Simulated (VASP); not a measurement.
# BiRu (rocksalt type) (Fm-3m) in VASP: notebook

BiRu (rocksalt type) is run at these levels: LDA, PBEsol, r2SCAN; tasks: electric field gradients.

All numbers are computed with VASP 6.6.1; they aren't measurements. Logs are shortened: lines on timing, memory, paths and dates and some standing lists are left out, and cuts for length are marked.

### 1 The cell of the first run

The structure is cubic, space group Fm-3m (No. 225). The conventional cell has a = 5.549 Å, b = 5.549 Å, c = 5.549 Å, α = 90.00°, β = 90.00°, γ = 90.00°. Ru (site symmetry m-3m) has 6 Bi at 2.77 Å within 3.7 Å. Bi (site symmetry m-3m) has 6 Ru at 2.77 Å within 3.7 Å.

### 2 Electric field gradients, LDA

INCAR

```
PREC = Accurate ; ENCUT = 520
EDIFF = 1E-8 ; ISMEAR = -1
SIGMA = 0.05 ; LREAL = F
LASPH = T ; NELM = 100
ALGO = Normal ; ISIF = 2
LWAVE = F ; LCHARG = F
GGA = CA ; LEFG = T
NBANDS = 22
```

KPOINTS

```
Automatic mesh
0
Gamma
  10 10 10
```

POSCAR

```
BiRu
1.0
    0.0000000000      2.7747409757      2.7747409757
    2.7747409757      0.0000000000      2.7747409757
    2.7747409757      2.7747409757      0.0000000000
Ru Bi
1 1
Direct
    0.0000000000      0.0000000000      0.0000000000
    0.5000000000      0.5000000000      0.5000000000
```

Potentials or basis: VASP PAW LDA potentials, release 64 (Ru_pv, Bi_d).

On the command line:

```bash
$ cat potpaw_LDA.64/Ru_pv/POTCAR potpaw_LDA.64/Bi_d/POTCAR > POTCAR
$ mpirun -np 1 vasp_std > vasp.out
```

OUTCAR:

```text
PREC = Accurate
   ENCUT = 520
   EDIFF = 1E-8
   ISMEAR = -1
   LREAL = F
   LASPH = T
   NELM = 100
   ISIF = 2
   GGA = CA

 ion  position               nearest neighbor table
   1  0.000  0.000  0.000-   2 2.77   2 2.77   2 2.77   2 2.77   2 2.77   2 2.77
   2  0.500  0.500  0.500-   1 2.77   1 2.77   1 2.77   1 2.77   1 2.77   1 2.77

  LATTYP: Found a face centered cubic cell.
 ALAT       =     5.5494819514

  Lattice vectors:

 A1 = (   0.0000000000,   2.7747409757,   2.7747409757)
 A2 = (   2.7747409757,   0.0000000000,   2.7747409757)
 A3 = (   2.7747409757,   2.7747409757,   0.0000000000)

Analysis of symmetry for initial positions (statically):
=====================================================================
 Subroutine PRICEL returns:
 Original cell was already a primitive cell.

 Routine SETGRP: Setting up the symmetry group for a
 face centered cubic supercell.

 Subroutine GETGRP returns: Found 48 space group operations
 (whereof 48 operations were pure point group operations)
 out of a pool of 48 trial point group operations.

The static configuration has the point symmetry O_h .

Analysis of symmetry for dynamics (positions and initial velocities):
=====================================================================
 Subroutine PRICEL returns:
 Original cell was already a primitive cell.

 Routine SETGRP: Setting up the symmetry group for a
 face centered cubic supercell.

 Subroutine GETGRP returns: Found 48 space group operations
 (whereof 48 operations were pure point group operations)
 out of a pool of 48 trial point group operations.

The dynamic configuration has the point symmetry O_h .

 Subroutine INISYM returns: Found 48 space group operations
 (whereof 48 operations are pure point group operations),
 and found     1 'primitive' translations

----------------------------------------------------------------------------------------

                                     Primitive cell

  volume of cell :      42.7265

  direct lattice vectors                    reciprocal lattice vectors
     0.000000000  2.774740976  2.774740976    -0.180197000  0.180197000  0.180197000
     2.774740976  0.000000000  2.774740976     0.180197000 -0.180197000  0.180197000
     2.774740976  2.774740976  0.000000000     0.180197000  0.180197000 -0.180197000

  length of vectors
     3.924076320  3.924076320  3.924076320     0.312110360  0.312110360  0.312110360

  position of ions in fractional coordinates (direct lattice)
     0.000000000  0.000000000  0.000000000
     0.500000000  0.500000000  0.500000000

  ion indices of the primitive-cell ions
   primitive index   ion index
                 1           1
                 2           2

----------------------------------------------------------------------------------------

 KPOINTS: Automatic mesh

Automatic generation of k-mesh.
 Grid dimensions read from file:
 generate k-points for:   10   10   10

 Generating k-lattice:

  Cartesian coordinates                     Fractional coordinates (reciprocal lattice)
    -0.018019700  0.018019700  0.018019700     0.100000000  0.000000000  0.000000000
     0.018019700 -0.018019700  0.018019700     0.000000000  0.100000000  0.000000000
     0.018019700  0.018019700 -0.018019700     0.000000000  0.000000000  0.100000000

  Length of vectors
     0.031211036  0.031211036  0.031211036

  Shift w.r.t. Gamma in fractional coordinates (k-lattice)
     0.000000000  0.000000000  0.000000000

 Subroutine IBZKPT returns following result:
 ===========================================

 Found     47 irreducible k-points:

 Following reciprocal coordinates:
            Coordinates               Weight
  0.000000  0.000000  0.000000      1.000000
  0.100000  0.000000  0.000000      8.000000
  0.200000  0.000000  0.000000      8.000000
  0.300000  0.000000  0.000000      8.000000
  0.400000  0.000000  0.000000      8.000000
  0.500000  0.000000  0.000000      4.000000
[... 16 lines left out ...]
  0.300000  0.300000  0.000000      6.000000
  0.400000  0.300000  0.000000     24.000000
 [... further k-points ...]
   k-points           NKPTS =     47   k-points in BZ     NKDIM =     47   number of bands    NBANDS=     22
   number of dos      NEDOS =    301   number of ions     NIONS =      2
   total plane-waves  NPLWV =  27000
   dimension x,y,z NGX =    30 NGY =   30 NGZ =   30
   dimension x,y,z NGXF=    60 NGYF=   60 NGZF=   60
   ions per type =               1   1
   NGX,Y,Z   is equivalent  to a cutoff of  12.71, 12.71, 12.71 a.u.
   NGXF,Y,Z  is equivalent  to a cutoff of  25.42, 25.42, 25.42 a.u.
 SYSTEM =  unknown system
   PREC   = accura    normal or accurate (medium, high low for compatibility)
   ISTART =      0    job   : 0-new  1-cont  2-samecut
   ICHARG =      2    charge: 1-file 2-atom 10-const
   ISPIN  =      1    spin polarized calculation?
   LNONCOLLINEAR =      F non collinear calculations
   LSORBIT =      F    spin-orbit coupling
   LASPH  =      T    aspherical Exc in radial PAW
   ENCUT  =  520.0 eV  38.22 Ry    6.18 a.u.   7.30  7.30  7.30*2*pi/ulx,y,z
   NELM   =    100;   NELMIN=  2; NELMDL= -5     # of ELM steps
   EDIFF  = 0.1E-07   stopping-criterion for ELM
   LREAL  =      F    real-space projection
   EDIFFG = 0.1E-06   stopping-criterion for IOM
   NSW    =      0    number of steps for IOM
   IBRION =     -1    ionic relax: 0-MD 1-quasi-New 2-CG
   NFREE  =      0    steps in history (QN), initial steepest desc. (CG)
   ISIF   =      2    stress and relaxation
   ISYM   =      2    0-nonsym 1-usesym 2-fastsym
   POTIM  = 0.5000    time-step for ionic-motion
   TEBEG  =    0.0;   TEEND  =   0.0 temperature during run
   PSTRESS=    0.0 pullay stress
   NELECT =      29.0000    total number of electrons
   NUPDOWN=      -1.0000    fix difference up-down
   EMIN   =  10.00;   EMAX   =-10.00  energy-range for DOS
   EFERMI =   0.00;   METHOD = LEGACY
   ISMEAR =    -1;   SIGMA  =   0.05  broadening in eV -4-tet -1-fermi 0-gaus
   EFERMI_NEDOS =   21; number of points for ismear=-14 and -15
   IALGO  =     38    algorithm
   IMIX   =      4    mixing-type and parameters
     AMIX     =   0.40;   BMIX     =  1.00
     AMIX_MAG =   1.60;   BMIX_MAG =  1.00
  volume/ion in A,a.u.               =      21.36       144.17
  Fermi-wavevector in a.u.,A,eV,Ry     =   1.438716  2.718779 28.162747  2.069904
  Thomas-Fermi vector in A             =   2.557652
   LORBIT       =      0    0 simple, 1 ext, 2 COOP (PROOUT), +10 PAW based schemes
   GGA     = CA    functional components
   LHFCALC =     F    Hartree Fock is set to
   AEXX    =    0.0000 exact exchange contribution
   IVDW    =     0    specifies the selected vdW correction
   LEPSILON=     F    determine dielectric tensor
   LRPA    =     F    only Hartree local field effects (RPA)
 non-spin polarized calculation
  energy-cutoff  :      520.00
  volume of cell :       42.73
 maximum number of plane-waves:      1179
 NGX is ok and might be reduce to    30
   NGX = 15   NGY = 15   NGZ = 15

 number of electron      29.0000001 magnetization

 Free energy of the ion-electron system (eV)
  ---------------------------------------------------
  ext. energy  EPLUGINS =         0.00000000
  ---------------------------------------------------
  free energy    TOTEN  =       -13.69758383 eV

  energy without entropy =      -13.67669602  energy(sigma->0) =      -13.68713992

 E-fermi :   9.3309     XC(G=0): -11.9679

 val. band max:        9.3308249035   @ k =  -0.3000   0.3000   0.1000
 cond. band min:       9.3783807009   @ k =   0.5000   0.3000   0.1000
 fundamental gap:      0.0475557974
 Fermi energy:         9.3308786245

 k-point     1 :       0.0000    0.0000    0.0000
  band No.  band energies     occupation
      1     -32.2943      2.00000
      2     -32.2943      2.00000
      3     -32.2943      2.00000
      4     -13.4578      2.00000
      5     -13.4578      2.00000
      6     -13.3834      2.00000
[... 14 lines left out ...]
     21      20.5196      0.00000
     22      20.5196      0.00000

 k-point     2 :       0.1000    0.0000    0.0000
  band No.  band energies     occupation
      1     -32.2963      2.00000
      2     -32.2948      2.00000
      3     -32.2948      2.00000
      4     -13.4534      2.00000
      5     -13.4534      2.00000
      6     -13.3818      2.00000
[... 542 lines left out ...]
 k-point    24 :       0.4000    0.3000    0.0000
  band No.  band energies     occupation
      1     -32.3096      2.00000
      2     -32.3007      2.00000
      3     -32.3001      2.00000
      4     -13.4444      2.00000
      5     -13.4316      2.00000
      6     -13.4005      2.00000
[... 14 lines left out ...]
     21      21.1905      0.00000
     22      21.4714      0.00000

 [... further k-points ...]

------------------------ aborting loop because EDIFF is reached ----------------------------------------

  FORCE on cell =-STRESS in cart. coord.  units (eV):
  Direction    XX          YY          ZZ          XY          YZ          ZX
  --------------------------------------------------------------------------------------
  -------------------------------------------------------------------------------------
  Total       -2.1107420     -2.1107420     -2.1107420      0.0000000      0.0000000     -0.0000000
  in kB      -79.1495387    -79.1495387    -79.1495387      0.0000000      0.0000000     -0.0000000
  external PRESSURE =     -79.1495387 kB  Pullay stress =       0.0000000 kB

 VOLUME and BASIS-vectors are now :
 -----------------------------------------------------------------------------
  energy-cutoff  :      520.00
  volume of cell :       42.73
      direct lattice vectors                 reciprocal lattice vectors
     0.000000000  2.774740976  2.774740976    -0.180197000  0.180197000  0.180197000
     2.774740976  0.000000000  2.774740976     0.180197000 -0.180197000  0.180197000
     2.774740976  2.774740976  0.000000000     0.180197000  0.180197000 -0.180197000

 POSITION                                       TOTAL-FORCE (eV/Angst)
 -----------------------------------------------------------------------------------
      0.00000      0.00000      0.00000         0.000000      0.000000      0.000000
      2.77474      2.77474      2.77474        -0.000000     -0.000000     -0.000000
 -----------------------------------------------------------------------------------
    total drift:                                0.000000      0.000000      0.000000

  FREE ENERGIE OF THE ION-ELECTRON SYSTEM (eV)
  ---------------------------------------------------
  free  energy   TOTEN  =       -13.6975838306 eV

  energy  without entropy=      -13.6766960173  energy(sigma->0) =      -13.68713992

 Electric field gradients (V/A^2)
---------------------------------------------------------------------
 ion       V_xx      V_yy      V_zz      V_xy      V_xz      V_yz
---------------------------------------------------------------------
   1       0.000    -0.000    -0.000     0.001     0.001     0.001
   2       0.000    -0.000    -0.000     0.002     0.002     0.002
---------------------------------------------------------------------

 Electric field gradients after diagonalization (V/A^2)
 (convention: |V_zz| > |V_xx| > |V_yy|)
----------------------------------------------------------------------
 ion       V_xx      V_yy      V_zz     asymmetry (V_yy - V_xx)/ V_zz
----------------------------------------------------------------------
   1      -0.001    -0.001     0.003       0.000
   2      -0.002    -0.002     0.004       0.000
----------------------------------------------------------------------

           NMR quadrupolar parameters

 Cq : quadrupolar parameter    Cq=e*Q*V_zz/h
 eta: asymmetry parameters     (V_yy - V_xx)/ V_zz
 Q  : nuclear electric quadrupole moment in mb (millibarn)
----------------------------------------------------------------------
 ion       Cq(MHz)       eta       Q (mb)
----------------------------------------------------------------------
   1       0.000       0.000       1.000
   2       0.000       0.000       1.000
----------------------------------------------------------------------
```

It took 30 s on 1 thread of Intel Xeon Platinum 8488C (Sapphire Rapids), shared host; peak memory 0.17 GiB.

Results:

* Free energy: -13.6976 eV
* Pressure: -7.9 GPa
* Band gap on the k mesh: zero (an odd number of electrons rules out a gap without spin polarisation)
* Largest electric field gradient by atom: zero within the noise of the run

Caveat: the cell stands under tension; spin-orbit coupling is left out, which moves the levels of the heavy elements.

### 3 Electric field gradients, PBEsol

INCAR

```
SYSTEM = BiRu
ALGO = Normal
EDIFF = 1E-8
ENCUT = 520
GGA = PS
ISIF = 2
ISMEAR = -1
LASPH = .True.
LCHARG = .False.
LEFG = .True.
LREAL = .False.
LWAVE = .False.
NBANDS = 22
NELM = 100
PREC = Accurate
SIGMA = 0.05
```

KPOINTS

```
k-points
0
Gamma
  10 10 10
  0 0 0
```

POSCAR is that of step 2.

Potentials or basis: VASP PAW PBE potentials, release 64 (Ru_pv, Bi_d).

On the command line:

```bash
$ cat potpaw_PBE.64/Ru_pv/POTCAR potpaw_PBE.64/Bi_d/POTCAR > POTCAR
$ mpirun -np 1 vasp_std > vasp.out
```

OUTCAR:

```text
SYSTEM = BiRu
   EDIFF = 1E-8
   ENCUT = 520
   GGA = PS
   ISIF = 2
   ISMEAR = -1
   LASPH = .True.
   LREAL = .False.
   NELM = 100
   PREC = Accurate

 ion  position               nearest neighbor table
   1  0.000  0.000  0.000-   2 2.77   2 2.77   2 2.77   2 2.77   2 2.77   2 2.77
   2  0.500  0.500  0.500-   1 2.77   1 2.77   1 2.77   1 2.77   1 2.77   1 2.77

  LATTYP: Found a face centered cubic cell.
 ALAT       =     5.5494819514

  Lattice vectors:

 A1 = (   0.0000000000,   2.7747409757,   2.7747409757)
 A2 = (   2.7747409757,   0.0000000000,   2.7747409757)
 A3 = (   2.7747409757,   2.7747409757,   0.0000000000)

Analysis of symmetry for initial positions (statically):
=====================================================================
 Subroutine PRICEL returns:
 Original cell was already a primitive cell.

 Routine SETGRP: Setting up the symmetry group for a
 face centered cubic supercell.

[... 789 lines left out ...]
      direct lattice vectors                 reciprocal lattice vectors
     0.000000000  2.774740976  2.774740976    -0.180197000  0.180197000  0.180197000
     2.774740976  0.000000000  2.774740976     0.180197000 -0.180197000  0.180197000
     2.774740976  2.774740976  0.000000000     0.180197000  0.180197000 -0.180197000

 POSITION                                       TOTAL-FORCE (eV/Angst)
 -----------------------------------------------------------------------------------
      0.00000      0.00000      0.00000        -0.000000      0.000000     -0.000000
      2.77474      2.77474      2.77474         0.000000     -0.000000      0.000000
 -----------------------------------------------------------------------------------
    total drift:                                0.000000      0.000000      0.000000

  FREE ENERGIE OF THE ION-ELECTRON SYSTEM (eV)
  ---------------------------------------------------
  free  energy   TOTEN  =       -12.9168904487 eV

  energy  without entropy=      -12.8961906808  energy(sigma->0) =      -12.90654056

 Electric field gradients (V/A^2)
---------------------------------------------------------------------
 ion       V_xx      V_yy      V_zz      V_xy      V_xz      V_yz
---------------------------------------------------------------------
   1       0.000    -0.000     0.000     0.001     0.001     0.001
   2      -0.000     0.000    -0.000     0.002     0.002     0.002
---------------------------------------------------------------------

 Electric field gradients after diagonalization (V/A^2)
 (convention: |V_zz| > |V_xx| > |V_yy|)
----------------------------------------------------------------------
 ion       V_xx      V_yy      V_zz     asymmetry (V_yy - V_xx)/ V_zz
----------------------------------------------------------------------
   1      -0.001    -0.001     0.003       0.000
   2      -0.002    -0.002     0.004       0.000
----------------------------------------------------------------------

           NMR quadrupolar parameters

 Cq : quadrupolar parameter    Cq=e*Q*V_zz/h
 eta: asymmetry parameters     (V_yy - V_xx)/ V_zz
 Q  : nuclear electric quadrupole moment in mb (millibarn)
----------------------------------------------------------------------
 ion       Cq(MHz)       eta       Q (mb)
----------------------------------------------------------------------
   1       0.000       0.000       1.000
   2       0.000       0.000       1.000
----------------------------------------------------------------------
```

OSZICAR:

```text
N       E                     dE             d eps       ncg     rms          rms(c)
DAV:   1     0.307625011083E+03    0.30763E+03   -0.15721E+04  2076   0.158E+03
DAV:   2     0.402815651363E+01   -0.30360E+03   -0.29340E+03  2080   0.458E+02
DAV:   3    -0.126394922870E+02   -0.16668E+02   -0.16385E+02  2476   0.112E+02
DAV:   4    -0.130668888414E+02   -0.42740E+00   -0.42713E+00  2586   0.182E+01
DAV:   5    -0.130805897739E+02   -0.13701E-01   -0.13699E-01  2820   0.318E+00    0.668E+00
DAV:   6    -0.129537271269E+02    0.12686E+00   -0.47462E-01  2488   0.580E+00    0.285E+00
DAV:   7    -0.129281182143E+02    0.25609E-01   -0.17176E-01  2692   0.304E+00    0.214E+00
DAV:   8    -0.129175683749E+02    0.10550E-01   -0.50428E-02  2542   0.185E+00    0.275E-01
DAV:   9    -0.129168937228E+02    0.67465E-03   -0.26302E-03  2482   0.632E-01    0.288E-02
DAV:  10    -0.129168903393E+02    0.33835E-05   -0.69499E-05  2946   0.842E-02    0.111E-02
DAV:  11    -0.129168907216E+02   -0.38225E-06   -0.48092E-06  2710   0.184E-02    0.294E-03
DAV:  12    -0.129168905980E+02    0.12353E-06   -0.19641E-07  2784   0.344E-03    0.778E-04
DAV:  13    -0.129168904576E+02    0.14045E-06   -0.29137E-08  2112   0.166E-03    0.171E-04
DAV:  14    -0.129168904457E+02    0.11875E-07   -0.10610E-09  1718   0.337E-04    0.539E-05
DAV:  15    -0.129168904487E+02   -0.29554E-08   -0.34367E-10  1694   0.209E-04
   1 F= -.12916890E+02 E0= -.12906541E+02  d E =-.206998E-01
```

stdout:

```text
POSCAR found type information on POSCAR RuBi
 POSCAR found :  2 types and       2 ions
 scaLAPACK will be used
 -----------------------------------------------------------------------------
|                                                                             |
|                                                                             |
|     You enforced a specific xc type in the INCAR file but a different       |
|     I HOPE YOU KNOW WHAT YOU ARE DOING!                                     |
|                                                                             |
 -----------------------------------------------------------------------------

 LDA part: xc-table for (Slater+PW92), standard interpolation
 POSCAR, INCAR and KPOINTS ok, starting setup
 FFT: planning ... GRIDC
 FFT: planning ... GRID_SOFT
 FFT: planning ... GRID
 WAVECAR not read
 entering main loop
ion   1

ion   2
```

Wall time 35 s (1 thread of Intel Xeon Platinum 8488C (Sapphire Rapids), shared host); peak memory 0.19 GiB.

Results:

| Item | Value |
| --- | --- |
| Free energy | -12.9169 eV |
| Pressure | -5.3 GPa |
| Band gap on the k mesh | zero (an odd number of electrons rules out a gap without spin polarisation) |
| Largest electric field gradient by atom | zero within the noise of the run |

Levels at points of the mesh, in eV from the Fermi level:
```tsv
k point	band 10	band 11	band 12	band 13	band 14	band 15	band 16	band 17	band 18	band 19
(0.00, 0.00, 0.00)	-1.49	-1.49	-1.49	-1.21	-1.21	2.04	2.04	2.04	5.19	7.44
(0.50, 0.00, 0.00)	-5.85	-3.35	-3.35	-0.77	-0.77	-0.15	4.39	5.70	5.70	7.05
(0.50, 0.50, 0.00)	-4.22	-2.38	-0.85	-0.85	-0.82	-0.37	-0.37	0.64	2.96	8.09
```

Caveat: the cell stands under tension; the PAW data sets were made with another functional, which shifts forces and pressure a little; spin-orbit coupling is left out, which moves the levels of the heavy elements.

(Part 1 of 2 ends here.)
